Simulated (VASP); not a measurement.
A run of VASP 6.6.1 is set up as follows.

The input INCAR:

```
SYSTEM = HgTe
PREC = Accurate
ENCUT = 520
EDIFF = 1E-7
ISMEAR = -1
SIGMA = 0.05
LREAL = .FALSE.
LASPH = .TRUE.
NELM = 100
ALGO = Normal
ISIF = 2
LWAVE = .FALSE.
LCHARG = .FALSE.
GGA = PE
IBRION = 2
NSW = 80
EDIFFG = -0.02
KPAR = 4
```

The input KPOINTS:

```
regular mesh
0
G
  13 13 13
  0 0 0
```

POSCAR

```
HgTe
1.0
    0.0000000000      3.2235000000      3.1590300000
    3.2235000000      0.0000000000      3.1590300000
    3.2235000000      3.2235000000      0.0000000000
Hg Te
1 1
Direct
    0.0000000000      0.0000000000      0.0000000000
    0.2500000000      0.2500000000      0.2500000000
```

Potentials or basis: VASP PAW PBE potentials, release 64 (Hg, Te).

The run is started by

```console
$ cat potpaw_PBE.64/Hg/POTCAR potpaw_PBE.64/Te/POTCAR > POTCAR
$ mpirun -np 4 vasp_std > vasp.out
```

Q: Predict the band gap on the k mesh.

A: 0.07 eV.

Stress tensor (GPa, compression positive):
```
5.22 0.00 0.00
0.00 5.22 0.00
0.00 0.00 5.43
```

Caveat: the cell differs from its parent crystal (z stretched by -2 %); the smearing spreads over this small gap; spin-orbit coupling is left out, which moves the levels of the heavy elements. A k mesh can miss the band edges.
